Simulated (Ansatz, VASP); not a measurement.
## CdF2: VASP beside Ansatz

```
Cd F
1.0
     0.00000    2.65759    2.65759
     2.65759    0.00000    2.65759
     2.65759    2.65759    0.00000
Cd F
1 2
Direct
  0.00000 0.00000 0.00000
  0.75000 0.75000 0.75000
  0.25000 0.25000 0.25000
```

Alike in both runs: task single point; functional r2SCAN; k mesh 9 × 9 × 9; occupations fermi-dirac, width 0.05 eV; no spin polarisation.

|  | VASP | Ansatz |
| --- | --- | --- |
| version | VASP 6.6.1 | Ansatz 0.2.0 |
| potentials or method | VASP PAW PBE potentials, release 64 (Cd_sv_GW, F) | Ansatz PAW |
| plane-wave cutoff (eV) | 770 | 500 |
| valence electrons in the cell | 34 | 34 |

|  | VASP | Ansatz | Ansatz less VASP |
| --- | --- | --- | --- |
| gap on the k mesh at the Fermi level (eV) | 3.97 | 3.98 | +0.005 |
| least direct gap on the mesh (eV) | 4.40 | 4.40 | 0.000 |
| pressure (GPa) | 4.7 | 5.1 | +0.44 |

VASP's potentials were made for PBE, not for r2SCAN.

Noted on Ansatz's run: odd divisions of the mesh miss points on the zone boundary, where band edges often lie, so the gap on the mesh can be too wide.
